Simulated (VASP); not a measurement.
A run of VASP 6.6.1 is set up as follows.

The input INCAR:

```
SYSTEM = Li2B2C
  PREC = Accurate
  ENCUT = 750
  EDIFF = 1E-6
  ISMEAR = 0
  SIGMA = 0.1
  LREAL = .FALSE.
  LASPH = .TRUE.
  NELM = 120
  ALGO = Normal
  ISIF = 2
  LWAVE = .FALSE.
  LCHARG = .FALSE.
  GGA = PE
  NBANDS = 16
  GGA_COMPAT = .FALSE.
```

The input KPOINTS:

```
Automatic mesh
0
G
  18 18 18
  0 0 0
```

POSCAR

```
Li2B2C
1.0
   -1.4378042756      1.4378042756      4.9835045171
    1.4378042756     -1.4378042756      4.9835045171
    1.4378042756      1.4378042756     -4.9835045171
Li B C
2 2 1
Direct
    0.2500000000      0.7500000000      0.5000000000
    0.7500000000      0.2500000000      0.5000000000
    0.4200468483      0.4200468483      0.0000000000
    0.5799531517      0.5799531517      0.0000000000
    0.0000000000      0.0000000000      0.0000000000
```

Potentials or basis: VASP PAW PBE potentials, release 64 (Li_sv, B, C).

Run with:

```console
$ cat potpaw_PBE.64/Li_sv/POTCAR potpaw_PBE.64/B/POTCAR potpaw_PBE.64/C/POTCAR > POTCAR
$ mpirun -np 1 vasp_std > vasp.out
```

Q: Predict the band gap on the k mesh.

A: Zero (bands 8 and 9 overlap by 3.28 eV).

Q: What does it give for the pressure?

A: -0.1 GPa.
